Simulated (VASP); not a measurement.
# ZrSi2 (Cmcm) in VASP: a series of runs

ZrSi2 is run at these levels: PBEsol; tasks: single point.

All numbers are computed with VASP 6.6.1; they aren't measurements. Logs are shortened: lines on timing, memory, paths and dates and some standing lists are left out, and cuts for length are marked.

## (1) The cell of the first run

Symmetry: Cmcm, No. 63, orthorhombic system. Conventional cell: a = 3.674 Å, b = 14.566 Å, c = 3.657 Å, α = 90.00°, β = 90.00°, γ = 90.00°. Zr (site symmetry m2m) has 10 Si at 2.70 to 2.95 Å and 6 Zr at 3.56 to 3.67 Å within 3.7 Å. Si (site symmetry m2m) has 2 Si at 2.41 Å and 6 Zr at 2.70 to 2.95 Å within 3.2 Å. Si (site symmetry m2m) has 8 Si at 2.59 to 3.40 Å and 4 Zr at 2.80 Å within 3.4 Å.

## (2) Single point, PBEsol

INCAR

```
PREC = Accurate ; ENCUT = 520
EDIFF = 1E-7 ; ISMEAR = 0
SIGMA = 0.1 ; LREAL = F
LASPH = T ; NELM = 80
ALGO = Normal ; ISIF = 2
LWAVE = F ; LCHARG = T
GGA = PS ; LELF = T
LVHAR = T ; NBANDS = 52
```

KPOINTS

```
regular mesh
0
Gamma
  10 4 10
```

POSCAR

```
ZrSi2
1.0
    3.6742585518      0.0000000000      0.0000000000
    0.0000000000     14.5658900546      0.0000000000
    0.0000000000      0.0000000000      3.6567655734
Zr Si
4 8
Direct
    0.0000000000      0.1047173982      0.2500000000
    0.5000000000      0.3952826018      0.7500000000
    0.5000000000      0.6047173982      0.2500000000
    0.0000000000      0.8952826018      0.7500000000
    0.0000000000      0.4460414966      0.2500000000
    0.5000000000      0.0539585034      0.7500000000
    0.5000000000      0.2497682101      0.2500000000
    0.0000000000      0.2502317899      0.7500000000
    0.5000000000      0.9460414966      0.2500000000
    0.0000000000      0.5539585034      0.7500000000
    0.0000000000      0.7497682101      0.2500000000
    0.5000000000      0.7502317899      0.7500000000
```

Potentials or basis: VASP PAW PBE potentials, release 64 (Zr_sv, Si).

The run is started by

```
cat potpaw_PBE.64/Zr_sv/POTCAR potpaw_PBE.64/Si/POTCAR > POTCAR
mpirun -np 1 vasp_std > vasp.out
```

OUTCAR:

```text
PREC = Accurate
   ENCUT = 520
   EDIFF = 1E-7
   ISMEAR = 0
   LREAL = F
   LASPH = T
   NELM = 80
   ISIF = 2
   GGA = PS

 ion  position               nearest neighbor table
   1  0.000  0.105  0.250-   6 2.70   6 2.70   6 2.70   6 2.70   8 2.80   8 2.80   7 2.80   7 2.80
                             9 2.95   9 2.95   4 3.56   4 3.56
   2  0.500  0.395  0.750-   5 2.70   5 2.70   5 2.70   5 2.70   7 2.80   7 2.80   8 2.80   8 2.80
                            10 2.95  10 2.95   3 3.56   3 3.56
   3  0.500  0.605  0.250-  10 2.70  10 2.70  10 2.70  10 2.70  12 2.80  12 2.80  11 2.80  11 2.80
                             5 2.95   5 2.95   2 3.56   2 3.56
   4  0.000  0.895  0.750-   9 2.70   9 2.70   9 2.70   9 2.70  11 2.80  11 2.80  12 2.80  12 2.80
                             6 2.95   6 2.95   1 3.56   1 3.56
   5  0.000  0.446  0.250-  10 2.41  10 2.41   2 2.70   2 2.70   2 2.70   2 2.70   3 2.95   3 2.95
[... 11 lines left out ...]
  11  0.000  0.750  0.250-  12 2.59  12 2.59  12 2.59  12 2.59   4 2.80   4 2.80   3 2.80   3 2.80

  12  0.500  0.750  0.750-  11 2.59  11 2.59  11 2.59  11 2.59   3 2.80   3 2.80   4 2.80   4 2.80

  LATTYP: Found a simple orthorhombic cell.
 ALAT       =     3.6567655734
 B/A-ratio  =     1.0047837298
 C/A-ratio  =     3.9832714901

  Lattice vectors:

 A1 = (   0.0000000000,   0.0000000000,   3.6567655734)
 A2 = (   3.6742585518,   0.0000000000,   0.0000000000)
 A3 = (   0.0000000000,  14.5658900546,   0.0000000000)

Analysis of symmetry for initial positions (statically):
=====================================================================
 Subroutine PRICEL returns following result:

  LATTYP: Found a base centered orthorhombic cell.
 ALAT       =     3.6742585518
 B/A-ratio  =     3.9643073151
 C/A-ratio  =     0.9952390453

  Lattice vectors:

 A1 = (  -1.8371292759,   7.2829450273,   0.0000000000)
 A2 = (  -1.8371292759,  -7.2829450273,   0.0000000000)
 A3 = (   0.0000000000,   0.0000000000,   3.6567655734)

   2 primitive cells build up your supercell.

 Routine SETGRP: Setting up the symmetry group for a
 simple orthorhombic supercell.

 Subroutine GETGRP returns: Found  8 space group operations
 (whereof  4 operations were pure point group operations)
 out of a pool of  8 trial point group operations.

The static configuration has the point symmetry C_2h.
 The point group associated with its full space group is D_2h.

Analysis of symmetry for dynamics (positions and initial velocities):
=====================================================================
 Subroutine PRICEL returns following result:

  LATTYP: Found a base centered orthorhombic cell.
 ALAT       =     3.6742585518
 B/A-ratio  =     3.9643073151
 C/A-ratio  =     0.9952390453

  Lattice vectors:

 A1 = (  -1.8371292759,   7.2829450273,   0.0000000000)
 A2 = (  -1.8371292759,  -7.2829450273,   0.0000000000)
 A3 = (   0.0000000000,   0.0000000000,   3.6567655734)

   2 primitive cells build up your supercell.

 Routine SETGRP: Setting up the symmetry group for a
 simple orthorhombic supercell.

 Subroutine GETGRP returns: Found  8 space group operations
 (whereof  4 operations were pure point group operations)
 out of a pool of  8 trial point group operations.

The dynamic configuration has the point symmetry C_2h.
 The point group associated with its full space group is D_2h.

 Subroutine INISYM returns: Found  8 space group operations
 (whereof  4 operations are pure point group operations),
 and found     2 'primitive' translations

----------------------------------------------------------------------------------------

                                     Primitive cell

  volume of cell :      97.8529

  direct lattice vectors                    reciprocal lattice vectors
    -1.837129276  7.282945027  0.000000000    -0.272163754  0.068653546  0.000000000
    -1.837129276 -7.282945027  0.000000000    -0.272163754 -0.068653546  0.000000000
     0.000000000  0.000000000  3.656765573     0.000000000  0.000000000  0.273465712

  length of vectors
     7.511080631  7.511080631  3.656765573     0.280689184  0.280689184  0.273465712

  position of ions in fractional coordinates (direct lattice)
     0.104717398  0.895282602  0.250000000
     0.895282602  0.104717398  0.750000000
     0.446041497  0.553958503  0.250000000
     0.553958503  0.446041497  0.750000000
     0.749768210  0.250231790  0.250000000
     0.250231790  0.749768210  0.750000000

  ion indices of the primitive-cell ions
   primitive index   ion index
                 1           1
                 2           4
                 3           5
                 4          10
                 5          11
                 6           8

----------------------------------------------------------------------------------------

 KPOINTS: regular mesh

Automatic generation of k-mesh.
 Grid dimensions read from file:
 generate k-points for:   10    4   10

 Generating k-lattice:

  Cartesian coordinates                     Fractional coordinates (reciprocal lattice)
     0.027216375  0.000000000  0.000000000     0.100000000  0.000000000  0.000000000
     0.000000000  0.017163386  0.000000000     0.000000000  0.250000000  0.000000000
     0.000000000  0.000000000  0.027346571     0.000000000  0.000000000  0.100000000

  Length of vectors
     0.027216375  0.017163386  0.027346571

  Shift w.r.t. Gamma in fractional coordinates (k-lattice)
     0.000000000  0.000000000  0.000000000

 Subroutine IBZKPT returns following result:
 ===========================================

 Found    108 irreducible k-points:

 Following reciprocal coordinates:
            Coordinates               Weight
  0.000000  0.000000  0.000000      1.000000
  0.100000  0.000000  0.000000      2.000000
  0.200000  0.000000  0.000000      2.000000
  0.300000  0.000000  0.000000      2.000000
  0.400000  0.000000  0.000000      2.000000
  0.500000  0.000000  0.000000      1.000000
[... 16 lines left out ...]
  0.400000  0.000000  0.100000      4.000000
  0.500000  0.000000  0.100000      2.000000
 [... further k-points ...]
   k-points           NKPTS =    108   k-points in BZ     NKDIM =    108   number of bands    NBANDS=     52
   number of dos      NEDOS =    301   number of ions     NIONS =     12
   total plane-waves  NPLWV =  84672
   dimension x,y,z NGX =    28 NGY =  108 NGZ =   28
   dimension x,y,z NGXF=    56 NGYF=  216 NGZF=   56
   ions per type =               4   8
   NGX,Y,Z   is equivalent  to a cutoff of  12.67, 12.33, 12.73 a.u.
   NGXF,Y,Z  is equivalent  to a cutoff of  25.34, 24.65, 25.46 a.u.
 SYSTEM =  unknown system
   PREC   = accura    normal or accurate (medium, high low for compatibility)
   ISTART =      0    job   : 0-new  1-cont  2-samecut
   ICHARG =      2    charge: 1-file 2-atom 10-const
   ISPIN  =      1    spin polarized calculation?
   LNONCOLLINEAR =      F non collinear calculations
   LSORBIT =      F    spin-orbit coupling
   LASPH  =      T    aspherical Exc in radial PAW
   ENCUT  =  520.0 eV  38.22 Ry    6.18 a.u.   6.83 27.08  6.80*2*pi/ulx,y,z
   NELM   =     80;   NELMIN=  2; NELMDL= -5     # of ELM steps
   EDIFF  = 0.1E-06   stopping-criterion for ELM
   LREAL  =      F    real-space projection
   EDIFFG = 0.1E-05   stopping-criterion for IOM
   NSW    =      0    number of steps for IOM
   IBRION =     -1    ionic relax: 0-MD 1-quasi-New 2-CG
   NFREE  =      0    steps in history (QN), initial steepest desc. (CG)
   ISIF   =      2    stress and relaxation
   ISYM   =      2    0-nonsym 1-usesym 2-fastsym
   POTIM  = 0.5000    time-step for ionic-motion
   TEBEG  =    0.0;   TEEND  =   0.0 temperature during run
   PSTRESS=    0.0 pullay stress
   NELECT =      80.0000    total number of electrons
   NUPDOWN=      -1.0000    fix difference up-down
   EMIN   =  10.00;   EMAX   =-10.00  energy-range for DOS
   EFERMI =   0.00;   METHOD = LEGACY
   ISMEAR =     0;   SIGMA  =   0.10  broadening in eV -4-tet -1-fermi 0-gaus
   EFERMI_NEDOS =   21; number of points for ismear=-14 and -15
   IALGO  =     38    algorithm
   IMIX   =      4    mixing-type and parameters
     AMIX     =   0.40;   BMIX     =  1.00
     AMIX_MAG =   1.60;   BMIX_MAG =  1.00
  volume/ion in A,a.u.               =      16.31       110.06
  Fermi-wavevector in a.u.,A,eV,Ry     =   1.214983  2.295985 20.084699  1.476184
  Thomas-Fermi vector in A             =   2.350385
   LORBIT       =      0    0 simple, 1 ext, 2 COOP (PROOUT), +10 PAW based schemes
   GGA     = PS    functional components
   LHFCALC =     F    Hartree Fock is set to
   AEXX    =    0.0000 exact exchange contribution
   IVDW    =     0    specifies the selected vdW correction
   LEPSILON=     F    determine dielectric tensor
   LRPA    =     F    only Hartree local field effects (RPA)
 non-spin polarized calculation
 Gauss-broadening in eV      SIGMA  =   0.10
  energy-cutoff  :      520.00
  volume of cell :      195.71
 maximum number of plane-waves:      5308
 NGX is ok and might be reduce to    28
   NGX = 13   NGY = 55   NGZ = 13

 number of electron      80.0000000 magnetization

 Free energy of the ion-electron system (eV)
  ---------------------------------------------------
  ext. energy  EPLUGINS =         0.00000000
  ---------------------------------------------------
  free energy    TOTEN  =       -91.42511226 eV

  energy without entropy =      -91.41450875  energy(sigma->0) =      -91.41981050

 E-fermi :  10.2501     XC(G=0): -11.4737

 val. band max:       10.2468444635   @ k =   0.0000   0.5000   0.0000
 cond. band min:      10.2626422582   @ k =   0.3000   0.0000   0.0000
 fundamental gap:      0.0157977948
 Fermi energy:        10.2500626973

 k-point     1 :       0.0000    0.0000    0.0000
  band No.  band energies     occupation
      1     -38.3047      2.00000
      2     -38.3043      2.00000
      3     -38.2896      2.00000
      4     -38.2892      2.00000
      5     -16.6058      2.00000
      6     -16.5865      2.00000
[... 1309 lines left out ...]
     51      13.0741      0.00000
     52      13.0741      0.00000

 [... further k-points ...]

------------------------ aborting loop because EDIFF is reached ----------------------------------------

  FORCE on cell =-STRESS in cart. coord.  units (eV):
  Direction    XX          YY          ZZ          XY          YZ          ZX
  --------------------------------------------------------------------------------------
  -------------------------------------------------------------------------------------
  Total        0.2342085      0.1847435      0.2069292      0.0000000      0.0000000      0.0000000
  in kB        1.9173855      1.5124324      1.6940590      0.0000000      0.0000000      0.0000000
  external PRESSURE =       1.7079589 kB  Pullay stress =       0.0000000 kB

 VOLUME and BASIS-vectors are now :
 -----------------------------------------------------------------------------
  energy-cutoff  :      520.00
  volume of cell :      195.71
      direct lattice vectors                 reciprocal lattice vectors
     3.674258552  0.000000000  0.000000000     0.272163754  0.000000000  0.000000000
     0.000000000 14.565890055  0.000000000     0.000000000  0.068653546  0.000000000
     0.000000000  0.000000000  3.656765573     0.000000000  0.000000000  0.273465712

 POSITION                                       TOTAL-FORCE (eV/Angst)
 -----------------------------------------------------------------------------------
      0.00000      1.52530      0.91419        -0.000000      0.002798      0.000000
      1.83713      5.75764      2.74257        -0.000000     -0.002798     -0.000000
      1.83713      8.80825      0.91419        -0.000000      0.002798     -0.000000
      0.00000     13.04059      2.74257        -0.000000     -0.002798     -0.000000
      0.00000      6.49699      0.91419        -0.000000      0.004499      0.000000
      1.83713      0.78595      2.74257        -0.000000     -0.004499     -0.000000
      1.83713      3.63810      0.91419         0.000000     -0.001660      0.000000
      0.00000      3.64485      2.74257        -0.000000      0.001660     -0.000000
      1.83713     13.77994      0.91419        -0.000000      0.004499      0.000000
      0.00000      8.06890      2.74257        -0.000000     -0.004499     -0.000000
      0.00000     10.92104      0.91419         0.000000     -0.001660      0.000000
      1.83713     10.92779      2.74257         0.000000      0.001660     -0.000000
 -----------------------------------------------------------------------------------
    total drift:                                0.000000      0.000000      0.000000

  FREE ENERGIE OF THE ION-ELECTRON SYSTEM (eV)
  ---------------------------------------------------
  free  energy   TOTEN  =       -91.4251122564 eV

  energy  without entropy=      -91.4145087528  energy(sigma->0) =      -91.41981050
```

Run time: 11 min. Hardware: 1 thread of Intel Xeon 6975P-C (Granite Rapids), shared host; peak memory 0.81 GiB.

What came out:

| Property | Result |
| --- | --- |
| Free energy | -91.4251 eV |
| Pressure | 0.2 GPa |
| Largest force | 0.004 eV/Å |
| Band gap on the k mesh | zero (bands 40 and 41 overlap by 0.99 eV) |

Forces on the atoms (eV/Å):
```
Zr   0.000  0.003  0.000
Zr   0.000 -0.003  0.000
Zr   0.000  0.003  0.000
Zr   0.000 -0.003  0.000
Si   0.000  0.004  0.000
Si   0.000 -0.004  0.000
Si   0.000 -0.002  0.000
Si   0.000  0.002  0.000
Si   0.000  0.004  0.000
Si   0.000 -0.004  0.000
Si   0.000 -0.002  0.000
Si   0.000  0.002  0.000
```

Caveat: the PAW data sets were made with another functional, which shifts forces and pressure a little.

(Continued in part 2 of 2.)
